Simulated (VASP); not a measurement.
Here is a VASP 6.6.1 calculation.

The input INCAR:

```
ALGO = Normal
DIPOL = 0.5 0.5 0.500
EDIFF = 1E-6
ENCUT = 520
GGA = PE
IDIPOL = 3
ISIF = 2
ISMEAR = 0
IVDW = 12
LASPH = True
LCHARG = True
LDIPOL = True
LELF = True
LREAL = False
LVACPOTAV = True
LVHAR = True
LWAVE = False
NBANDS = 18
NELM = 80
PREC = Accurate
SIGMA = 0.02
```

Contents of KPOINTS:

```
k-points
0
Gamma
  12 12 1
```

File POSCAR:

```
PtSe2
1.0
    3.7717024412      0.0000000000      0.0000000000
   -1.8858512206      3.2663901296      0.0000000000
    0.0000000000      0.0000000000     31.1216233557
Se Pt
2 1
Direct
    0.6666666667      0.3333333333      0.4588579997
    0.3333333333      0.6666666667      0.5411420003
    0.0000000000      0.0000000000      0.5000000000
```

Potentials or basis: VASP PAW PBE potentials, release 64 (Se, Pt).

Command:

```console
$ cat potpaw_PBE.64/Se/POTCAR potpaw_PBE.64/Pt/POTCAR > POTCAR
$ mpirun -np 1 vasp_std > vasp.out
```

Problem. Predict the largest force.

Solution. 0.093 eV/Å.

Problem. What does it give for the ionisation potential of the upper face?

Solution. 5.72 eV.

Problem. Predict the dispersion energy per atom.

Solution. -0.290 eV.

Problem. Estimate the band gap on the k mesh.

Solution. 1.36 eV, indirect (least direct gap 1.49 eV).

Forces in eV/Å, atoms in the order of the input:
```
Se   0.000  0.000 -0.093
Se   0.000  0.000  0.093
Pt   0.000  0.000  0.000
```

Caveat: spin-orbit coupling is left out, which moves the levels of the heavy elements.
